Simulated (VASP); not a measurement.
A run of VASP 6.6.1 is set up as follows.

Contents of INCAR:

```
ALGO     = Normal         # electronic algorithm
EDIFF    = 1E-6           # SCF threshold, eV
ENCUT    = 520            # plane-wave cutoff, eV
GGA      = PE             # functional
ISIF     = 2              # what is computed and relaxed
ISMEAR   = -1             # smearing method
LASPH    = T              # aspherical terms in the spheres
LCHARG   = T              # write CHGCAR
LELF     = T              # ELF
LREAL    = F              # projectors in reciprocal space
LVHAR    = T            
LWAVE    = F              # write WAVECAR
NBANDS   = 53             # bands
NELM     = 60             # most SCF steps
PREC     = Accurate       # precision mode
SIGMA    = 0.06122561905347299 # smearing width, eV
```

Contents of KPOINTS:

```
k-points
0
Gamma
  11 11 11
```

File POSCAR:

```
Hg2O3
1.0
    5.3085793223      0.0000000000      0.0000000000
    0.0000000000      5.3085793223      0.0000000000
    0.0000000000      0.0000000000      5.3085793223
Hg O
4 6
Direct
    0.2500000000      0.2500000000      0.2500000000
    0.7500000000      0.7500000000      0.2500000000
    0.7500000000      0.2500000000      0.7500000000
    0.2500000000      0.7500000000      0.7500000000
    0.5000000000      0.0000000000      0.0000000000
    0.0000000000      0.5000000000      0.0000000000
    0.0000000000      0.0000000000      0.5000000000
    0.5000000000      0.5000000000      0.0000000000
    0.5000000000      0.0000000000      0.5000000000
    0.0000000000      0.5000000000      0.5000000000
```

Potentials or basis: VASP PAW PBE potentials, release 64 (Hg, O).

Command:

```sh
$ cat potpaw_PBE.64/Hg/POTCAR potpaw_PBE.64/O/POTCAR > POTCAR
$ mpirun -np 1 vasp_std > vasp.out
```

(1) Predict the band gap on the k mesh.

(2) Predict the pressure.

## Answers

(1) zero (bands 42 and 43 overlap by 0.24 eV).

(2) 3.5 GPa.

Caveat: the cell stands under pressure; semilocal functionals underestimate gaps, and a narrow one can read as zero; spin-orbit coupling is left out, which moves the levels of the heavy elements.
